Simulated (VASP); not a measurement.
Runs of VASP 6.6.1 on SiO2. The structure is that of space group Fm-3m (No. 225), or close to it. The cells are those of the table. 

| level | cell | smearing | gap on the mesh (eV) | pressure (GPa) |
| --- | --- | --- | --- | --- |
| PBE | a = 3.213 Å, angles 60.0°, 3 atoms | fermi-dirac 0.02 eV | 2.04 | 7.2 |
| r2SCAN | a = 3.202, b = 3.219, c = 3.219 Å, angles 59.7, 60.2, 60.2°, 3 atoms | gaussian 0.01 eV | 2.55 | (a) |
| PBE | a = 3.202, b = 3.219, c = 3.219 Å, angles 59.7, 60.2, 60.2°, 3 atoms | fermi-dirac 0.02 eV | 1.94 | (b) |
| r2SCAN | a = 3.213 Å, angles 60.0°, 3 atoms | gaussian 0.01 eV | (c) | -2.6 |

Alike in all rows: task single point; potentials or basis VASP PAW PBE potentials, release 64 (Si, O); no spin polarisation; k mesh 10 × 10 × 10; cutoff (eV) 520.

Problem. Fill in the values left out.

Solution. (a) -2.5; (b) 7.3; (c) 2.66.

Caveats: the PAW data sets were made with another functional, which shifts forces and pressure a little (some runs).

A k mesh can miss the band edges.
